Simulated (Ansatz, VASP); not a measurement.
Two plane-wave programs on HfC

Contents of INCAR:

```
SYSTEM = HfC
PREC     = Accurate       ! precision mode
ENCUT    = 520            ! plane-wave cutoff, eV
EDIFF    = 1E-6           ! SCF threshold, eV
ISMEAR   = -1             ! smearing method
SIGMA    = 0.05           ! smearing width, eV
LREAL    = .False.        ! projectors in reciprocal space
LASPH    = .True.         ! aspherical terms in the spheres
NELM     = 80             ! most SCF steps
ALGO     = Normal         ! electronic algorithm
ISIF     = 2              ! what is computed and relaxed
LWAVE    = .False.        ! write WAVECAR
LCHARG   = .False.        ! write CHGCAR
GGA      = PS             ! functional
NBANDS   = 22             ! bands
```

KPOINTS

```
Automatic mesh
0
Gamma
  5 5 3
  0 0 0
```

The input POSCAR:

```
HfC
1.0
    3.3578000000      0.0033400000     -0.0525200000
   -1.6760100000      2.9268900000      0.0114900000
   -0.0817400000     -0.0265400000      5.2508800000
Hf C
2 2
Direct
    0.7301379416      0.3807175372      0.7771679276
    0.2997600000      0.6840500000      0.2451000000
    0.9767700000      0.9808300000      0.9618200000
    0.9706000000      0.9766700000      0.4899200000
```

Input for Ansatz:

```yaml
crystal:
  lattice:
    - [3.3578, 0.00334, -0.05252]
    - [-1.67601, 2.92689, 0.01149]
    - [-0.08174, -0.02654, 5.25088]
  atoms:
    - { symbol: Hf, position: [0.7301379415634577, 0.3807175371724787, 0.7771679276404719] }
    - { symbol: Hf, position: [0.29976, 0.68405, 0.2451] }
    - { symbol: C, position: [0.97677, 0.98083, 0.96182] }
    - { symbol: C, position: [0.9706, 0.97667, 0.48992] }
basis:
  ecutwfc: 540.0
  xc_grid: 2
kpoints:
  mp_grid:
    grid: [5, 5, 3]
hamiltonian:
  xc: pbesol
scf:
  convergence:
    dr2_threshold: 1.0e-09
  occupations:
    method: fermi_dirac
    width: 0.05
output:
  forces: true
  stress: true
```

Alike in both runs: task single point; functional PBEsol; k mesh 5 × 5 × 3; occupations fermi-dirac, width 0.05 eV; no spin polarisation.

|  | VASP | Ansatz |
| --- | --- | --- |
| version | VASP 6.6.1 | Ansatz 0.2.0 |
| potentials or method | VASP PAW PBE potentials, release 64 (Hf_pv, C), cutoff 520 eV | plane waves, PAW |
| valence electrons in the cell | 28 | 60 |

VASP gave:

```
pressure (GPa)                                                : -2.2
traceless stress, the component that is largest in VASP (GPa) : 8.95
rms of the force components (eV/Å)                            : 2.481
```

Question: What did Ansatz give for the same quantities?

Answer: Pressure (GPa): -1.9; traceless stress, the component that is largest in VASP (GPa): 8.95; rms of the force components (eV/Å): 2.460.

VASP's potentials were made for PBE, not for PBEsol. Atom by atom the forces differ by 0.025 eV/Å (rms over components). VASP's potentials hold 28 valence electrons a cell and Ansatz's 60, so a difference there can come from the potentials and not from the codes. Ansatz's warnings: stress scf threshold loose.

The k mesh is coarse, so the values compare programs but aren't converged. Spin-orbit coupling is off throughout.
